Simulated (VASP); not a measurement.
Set up this calculation in VASP 6.6.1, as the native input.

* Task: single point
* Functional: PBE
* Potentials or basis: VASP PAW PBE potentials, release 64 (Ag, As)
* Cutoff: 520 eV
* k mesh: 4 × 7 × 4
* Occupations: gaussian, width 0.1 eV
* Spin: no spin polarisation
* Dipole correction: no
* Further INCAR settings: ALGO = Normal; EDIFF = 1e-07; NBANDS = 24

The structure of AgAs lies in POSCAR:

```
AgAs
1.0
    4.9913820000      0.0000000000      0.0000000000
    0.0000000000      2.9607890000      0.0000000000
    0.0000000000      0.0000000000      5.1726990000
Ag As
2 2
Direct
    0.7500000000      0.0000000000      0.1647710000
    0.2500000000      0.0000000000      0.8352290000
    0.2500000000      0.5000000000      0.3343550000
    0.7500000000      0.5000000000      0.6656450000
```

The input as run:

INCAR

```
PREC = Accurate
ENCUT = 520
EDIFF = 1E-7
ISMEAR = 0
SIGMA = 0.1
LREAL = False
LASPH = True
NELM = 80
ALGO = Normal
ISIF = 2
LWAVE = False
LCHARG = True
GGA = PE
LELF = True
LVHAR = True
NBANDS = 24
```

KPOINTS

```
Automatic mesh
0
Gamma
  4 7 4
```

Potentials or basis: VASP PAW PBE potentials, release 64 (Ag, As).

Launch:

```sh
$ cat potpaw_PBE.64/Ag/POTCAR potpaw_PBE.64/As/POTCAR > POTCAR
$ mpirun -np 1 vasp_std > vasp.out
```

It gave:

| Quantity | Value |
| --- | --- |
| Pressure | -1.0 GPa |
| Largest force | 0.157 eV/Å |
| Band gap on the k mesh | zero (bands 16 and 17 overlap by 2.26 eV) |

Wall time 28 s on 1 thread of AMD EPYC 9R45 96-Core Processor (Zen 5), with other jobs on the host, peak memory 0.19 GiB.
